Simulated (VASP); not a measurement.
Set up this calculation in VASP 6.6.1, as the native input.

- Task: single point
- Functional: PBEsol
- Potentials or basis: VASP PAW PBE potentials, release 64 (As, Ga_d)
- Cutoff: 500 eV
- k mesh: 7 × 7 × 7
- Occupations: fermi-dirac, width 0.1 eV
- Spin: no spin polarisation
- Dipole correction: no
- Further INCAR settings: ALGO = Normal; EDIFF = 1e-06; NBANDS = 16

The structure of GaAs lies in POSCAR:

```
GaAs
1.0
    0.0000000000      2.8268500000      2.8268500000
    2.8268500000      0.0000000000      2.8268500000
    2.8268500000      2.8268500000      0.0000000000
As Ga
1 1
Direct
    0.7500000000      0.7500000000      0.7500000000
    0.0000000000      0.0000000000      0.0000000000
```

The input as run:

INCAR

```
SYSTEM = GaAs
PREC = Accurate
ENCUT = 500
EDIFF = 1E-6
ISMEAR = -1
SIGMA = 0.1
LREAL = .False.
LASPH = .True.
NELM = 120
ALGO = Normal
ISIF = 2
LWAVE = .False.
LCHARG = .False.
GGA = PS
NBANDS = 16
GGA_COMPAT = .False.
```

KPOINTS

```
regular mesh
0
Gamma
  7 7 7
  0 0 0
```

Potentials or basis: VASP PAW PBE potentials, release 64 (As, Ga_d).

Launch:

```console
$ cat potpaw_PBE.64/As/POTCAR potpaw_PBE.64/Ga_d/POTCAR > POTCAR
$ mpirun -np 1 vasp_std > vasp.out
```

It gave:

```json
{
 "Pressure": "0.3 GPa",
 "Band gap on the k mesh": "0.45 eV, direct"
}
```

Caveat: the PAW data sets were made with another functional, which shifts forces and pressure a little.

Run time: 20 s on 1 thread of AMD EPYC 7R13, with other jobs on the host, peak memory 0.14 GiB.
